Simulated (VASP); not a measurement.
BaTe: single point with r2SCAN+rVV10

The system is BaTe.

```
Ba Te
1.0
     0.00000    3.50813    3.50813
     3.50813    0.00000    3.50813
     3.50813    3.50813    0.00000
Ba Te
1 1
Direct
  0.00000 0.00000 0.00000
  0.50000 0.50000 0.50000
```

```
Program             : VASP 6.6.1
Task                : single point
Functional          : r2SCAN
Dispersion          : rVV10
Potentials or basis : VASP PAW PBE potentials, release 64 (Ba_sv, Te)
Cutoff              : 550 eV
k mesh              : 8 × 8 × 8
Occupations         : fermi-dirac, width 0.03 eV
Spin                : no spin polarisation
```

```yaml
Pressure: 0.5 GPa
Band_gap_on_the_k_mesh: 1.84 eV (least direct gap 2.23 eV)
```

Levels at points of the mesh, in eV from the valence-band top:
```
           k point  band 6  band 7  band 8  band 9  band 10  band 11
(0.00, 0.00, 0.00)    0.00    0.00    0.00    3.32     3.32     3.32
(0.50, 0.00, 0.00)   -2.23   -1.11   -1.11    4.57     5.22     5.38
(0.50, 0.50, 0.00)   -1.16   -0.39   -0.39    1.84     4.94     5.29
```

Wall time 8.5 min on 1 thread of Intel Xeon 8259CL, on a shared host, peak memory 0.51 GiB.

Caveat: the PAW data sets were made with another functional, which shifts forces and pressure a little; spin-orbit coupling is left out, which moves the levels of the heavy elements. A k mesh can miss the band edges.
